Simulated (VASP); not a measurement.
# Ge (Fd-3m) in VASP: single point with LDA

Aim: the single point of Ge with LDA.

All numbers are computed with VASP 6.6.1; they aren't measurements. Logs are shortened: lines on timing, memory, paths and dates and some standing lists are left out, and cuts for length are marked.

**The experiment to reproduce.**

From “Electronic and optical properties of SixGe1-x-ySny alloys lattice-matched to Ge”, 2021, arxiv:2109.02782, for a bulk crystal of Ge at 293 K: band gap 0.666 eV (indirect).

The results are compared with them further down.

### Step 1. The cell of the first run

Symmetry: Fd-3m, No. 227, cubic system. Conventional cell: a = 5.658 Å, b = 5.658 Å, c = 5.658 Å, α = 90.00°, β = 90.00°, γ = 90.00°. Ge (site symmetry -43m) has 4 Ge at 2.45 Å within 3.2 Å.

### Step 2. Single point, LDA

INCAR reads:

```
ALGO = Normal ; EDIFF = 1E-6
ENCUT = 520 ; ISIF = 2
ISMEAR = 0 ; LASPH = T
LCHARG = F ; LREAL = F
LWAVE = F ; NBANDS = 21
NELM = 60 ; PREC = Accurate
SIGMA = 0.15
```

KPOINTS reads:

```
k-points
0
Gamma
  14 14 14
```

POSCAR reads:

```
Ge
1.0
    0.0000000000      2.8287700000      2.8287700000
    2.8287700000      0.0000000000      2.8287700000
    2.8287700000      2.8287700000      0.0000000000
Ge
2
Direct
    0.5000000000      0.5000000000      0.5000000000
    0.7500000000      0.7500000000      0.7500000000
```

Potentials or basis: VASP PAW LDA potentials, release 64 (Ge_d).

Launch:

```sh
cat potpaw_LDA.64/Ge_d/POTCAR > POTCAR
mpirun -np 1 vasp_std > vasp.out
```

OUTCAR:

```text
EDIFF = 1E-6
   ENCUT = 520
   ISIF = 2
   ISMEAR = 0
   LASPH = T
   LREAL = F
   NELM = 60
   PREC = Accurate

 ion  position               nearest neighbor table
   1  0.500  0.500  0.500-   2 2.45   2 2.45   2 2.45   2 2.45
   2  0.750  0.750  0.750-   1 2.45   1 2.45   1 2.45   1 2.45

  LATTYP: Found a face centered cubic cell.
 ALAT       =     5.6575400000

  Lattice vectors:

 A1 = (   0.0000000000,   2.8287700000,   2.8287700000)
 A2 = (   2.8287700000,   0.0000000000,   2.8287700000)
 A3 = (   2.8287700000,   2.8287700000,   0.0000000000)

Analysis of symmetry for initial positions (statically):
=====================================================================
 Subroutine PRICEL returns:
 Original cell was already a primitive cell.

 Routine SETGRP: Setting up the symmetry group for a
 face centered cubic supercell.

 Subroutine GETGRP returns: Found 48 space group operations
 (whereof 24 operations were pure point group operations)
 out of a pool of 48 trial point group operations.

The static configuration has the point symmetry T_d .
 The point group associated with its full space group is O_h .

Analysis of symmetry for dynamics (positions and initial velocities):
=====================================================================
 Subroutine PRICEL returns:
 Original cell was already a primitive cell.

 Routine SETGRP: Setting up the symmetry group for a
 face centered cubic supercell.

 Subroutine GETGRP returns: Found 48 space group operations
 (whereof 24 operations were pure point group operations)
 out of a pool of 48 trial point group operations.

The dynamic configuration has the point symmetry T_d .
 The point group associated with its full space group is O_h .

 Subroutine INISYM returns: Found 48 space group operations
 (whereof 24 operations are pure point group operations),
 and found     1 'primitive' translations

----------------------------------------------------------------------------------------

                                     Primitive cell

  volume of cell :      45.2713

  direct lattice vectors                    reciprocal lattice vectors
     0.000000000  2.828770000  2.828770000    -0.176755268  0.176755268  0.176755268
     2.828770000  0.000000000  2.828770000     0.176755268 -0.176755268  0.176755268
     2.828770000  2.828770000  0.000000000     0.176755268  0.176755268 -0.176755268

  length of vectors
     4.000484899  4.000484899  4.000484899     0.306149105  0.306149105  0.306149105

  position of ions in fractional coordinates (direct lattice)
     0.500000000  0.500000000  0.500000000
[... 72 lines left out ...]
   ISPIN  =      1    spin polarized calculation?
   LNONCOLLINEAR =      F non collinear calculations
   LSORBIT =      F    spin-orbit coupling
   LASPH  =      T    aspherical Exc in radial PAW
   ENCUT  =  520.0 eV  38.22 Ry    6.18 a.u.   7.44  7.44  7.44*2*pi/ulx,y,z
   NELM   =     60;   NELMIN=  2; NELMDL= -5     # of ELM steps
   EDIFF  = 0.1E-05   stopping-criterion for ELM
   LREAL  =      F    real-space projection
   EDIFFG = 0.1E-04   stopping-criterion for IOM
   NSW    =      0    number of steps for IOM
   IBRION =     -1    ionic relax: 0-MD 1-quasi-New 2-CG
   NFREE  =      0    steps in history (QN), initial steepest desc. (CG)
   ISIF   =      2    stress and relaxation
   ISYM   =      2    0-nonsym 1-usesym 2-fastsym
   POTIM  = 0.5000    time-step for ionic-motion
   TEBEG  =    0.0;   TEEND  =   0.0 temperature during run
   PSTRESS=    0.0 pullay stress
   NELECT =      28.0000    total number of electrons
   NUPDOWN=      -1.0000    fix difference up-down
   EMIN   =  10.00;   EMAX   =-10.00  energy-range for DOS
   EFERMI =   0.00;   METHOD = LEGACY
   ISMEAR =     0;   SIGMA  =   0.15  broadening in eV -4-tet -1-fermi 0-gaus
   EFERMI_NEDOS =   21; number of points for ismear=-14 and -15
   IALGO  =     38    algorithm
   IMIX   =      4    mixing-type and parameters
     AMIX     =   0.40;   BMIX     =  1.00
     AMIX_MAG =   1.60;   BMIX_MAG =  1.00
  volume/ion in A,a.u.               =      22.64       152.75
  Fermi-wavevector in a.u.,A,eV,Ry     =   1.394825  2.635838 26.470653  1.945538
  Thomas-Fermi vector in A             =   2.518337
   LORBIT       =      0    0 simple, 1 ext, 2 COOP (PROOUT), +10 PAW based schemes
   GGA     = CA    functional components
   LHFCALC =     F    Hartree Fock is set to
   AEXX    =    0.0000 exact exchange contribution
   IVDW    =     0    specifies the selected vdW correction
   LEPSILON=     F    determine dielectric tensor
   LRPA    =     F    only Hartree local field effects (RPA)
 non-spin polarized calculation
 Gauss-broadening in eV      SIGMA  =   0.15
  energy-cutoff  :      520.00
  volume of cell :       45.27
 maximum number of plane-waves:      1243
 NGX is ok and might be reduce to    30
   NGX = 15   NGY = 15   NGZ = 15

 number of electron      28.0000022 magnetization

 Free energy of the ion-electron system (eV)
  ---------------------------------------------------
  ext. energy  EPLUGINS =         0.00000000
  ---------------------------------------------------
  free energy    TOTEN  =       -10.38948907 eV

  energy without entropy =      -10.38871536  energy(sigma->0) =      -10.38910221

 E-fermi :   4.7411     XC(G=0): -10.2893

 val. band max:        4.7238343705   @ k =   0.0000   0.0000   0.0000
 cond. band min:       4.7903382095   @ k =   0.5000   0.0000   0.0000
 fundamental gap:      0.0665038390
 Fermi energy:         4.7410679051

 k-point     1 :       0.0000    0.0000    0.0000
  band No.  band energies     occupation
      1     -20.2157      2.00000
      2     -20.2157      2.00000
      3     -20.2157      2.00000
      4     -20.1789      2.00000
      5     -20.1789      2.00000
      6     -19.9683      2.00000
[... 565 lines left out ...]
     20      13.9002      0.00000
     21      14.5454      0.00000

 [... further k-points ...]
[... 5 lines left out ...]
  --------------------------------------------------------------------------------------
  -------------------------------------------------------------------------------------
  Total       -0.3073156     -0.3073156     -0.3073156      0.0000000      0.0000000      0.0000000
  in kB      -10.8760782    -10.8760782    -10.8760782      0.0000000      0.0000000      0.0000000
  external PRESSURE =     -10.8760782 kB  Pullay stress =       0.0000000 kB

 VOLUME and BASIS-vectors are now :
 -----------------------------------------------------------------------------
  energy-cutoff  :      520.00
  volume of cell :       45.27
      direct lattice vectors                 reciprocal lattice vectors
     0.000000000  2.828770000  2.828770000    -0.176755268  0.176755268  0.176755268
     2.828770000  0.000000000  2.828770000     0.176755268 -0.176755268  0.176755268
     2.828770000  2.828770000  0.000000000     0.176755268  0.176755268 -0.176755268

 POSITION                                       TOTAL-FORCE (eV/Angst)
 -----------------------------------------------------------------------------------
      2.82877      2.82877      2.82877        -0.000000     -0.000000     -0.000000
      4.24315      4.24315      4.24315         0.000000      0.000000      0.000000
 -----------------------------------------------------------------------------------
    total drift:                                0.000000     -0.000000     -0.000000

  FREE ENERGIE OF THE ION-ELECTRON SYSTEM (eV)
  ---------------------------------------------------
  free  energy   TOTEN  =       -10.3894890739 eV

  energy  without entropy=      -10.3887153554  energy(sigma->0) =      -10.38910221
```

OSZICAR:

```text
N       E                     dE             d eps       ncg     rms          rms(c)
DAV:   1     0.194681826449E+03    0.19468E+03   -0.14764E+04  4835   0.359E+03
DAV:   2     0.179162776226E+02   -0.17677E+03   -0.17104E+03  4388   0.622E+02
DAV:   3    -0.962923369546E+01   -0.27546E+02   -0.27349E+02  5028   0.145E+02
DAV:   4    -0.105485219911E+02   -0.91929E+00   -0.91886E+00  4898   0.310E+01
DAV:   5    -0.105633103284E+02   -0.14788E-01   -0.14788E-01  5016   0.435E+00    0.328E+00
DAV:   6    -0.104472686778E+02    0.11604E+00   -0.36458E-02  4883   0.162E+00    0.188E+00
DAV:   7    -0.103887774999E+02    0.58491E-01   -0.72694E-02  4720   0.198E+00    0.138E-01
DAV:   8    -0.103894477997E+02   -0.67030E-03   -0.54938E-03  4973   0.827E-01    0.483E-02
DAV:   9    -0.103894924260E+02   -0.44626E-04   -0.81889E-05  5082   0.910E-02    0.127E-02
DAV:  10    -0.103894891219E+02    0.33041E-05   -0.84335E-06  5868   0.405E-02    0.414E-03
DAV:  11    -0.103894890739E+02    0.47952E-07   -0.81383E-07  3646   0.818E-03
   1 F= -.10389489E+02 E0= -.10389102E+02  d E =-.773719E-03
```

Wall time 65 s (1 thread of Intel Xeon Platinum 8488C (Sapphire Rapids), shared host); peak memory 0.19 GiB.

Results:

```yaml
Free_energy: -10.3895 eV
Pressure: -1.1 GPa
Band_gap_on_the_k_mesh: zero (filled and empty bands touch)
```

Levels at points of the mesh, in eV from the Fermi level:
```tsv
k point	band 11	band 12	band 13	band 14	band 15	band 16	band 17	band 18
(0.00, 0.00, 0.00)	-12.82	-0.16	-0.02	-0.02	-0.02	2.51	2.51	2.51
(0.50, 0.00, 0.00)	-10.73	-7.65	-1.42	-1.42	0.05	3.70	3.70	6.95
(0.50, 0.50, 0.00)	-8.94	-8.94	-3.09	-3.09	0.65	0.65	9.39	9.39
```

### Step 3. Comparison with measurements

Step 2. Measured gap of Ge: 0.666 eV (indirect; 293 K; “Electronic and optical properties of SixGe1-x-ySny alloys lattice-matched to Ge”, 2021, arxiv:2109.02782). This calculation gives 0.00 eV (-0.67 eV). 3 values of this kind are on record (0.666 to 0.807 eV); this one was drawn at random among those near their median. Spin-orbit coupling on Ge is left out. The value is that of LDA on a finite k mesh, which can miss the band edges, without temperature or zero-point motion. Semilocal functionals fall short of measured gaps as a rule.
